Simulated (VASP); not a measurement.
AlN:

```
Al N
1.0
     0.00000    1.96840    1.96840
     1.96840    0.00000    1.96840
     1.96840    1.96840    0.00000
Al N
1 1
Direct
  0.00000 0.00000 0.00000
  0.50000 0.50000 0.50000
```

This cell differs from its parent crystal: strain -2.5%.

Base run:

- Program: VASP 6.6.1
- Functional: HSE06
- Potentials or basis: VASP PAW PBE potentials, release 64 (Al, N)
- Cutoff: 520 eV
- k mesh: 8 × 8 × 8
- Occupations: gaussian, width 0.01 eV
- Spin: no spin polarisation

Its results: band gap on the k mesh 6.50 eV, indirect (least direct gap 8.51 eV); pressure 22.8 GPa.

The run is repeated on the same cell with these changes: functional from HSE06 to PBE; cutoff from 520 eV to 600 eV; k mesh from 8 × 8 × 8 to 6 × 6 × 6. What comes out?

Band gap on the k mesh 5.15 eV, indirect (least direct gap 6.88 eV); pressure 30.3 GPa.

Several settings changed at once, so the effect can't be laid on one alone.

Caveats: some runs use coarse meshes; the PAW data sets were made with another functional, which shifts forces and pressure a little (some runs).

A k mesh can miss the band edges.
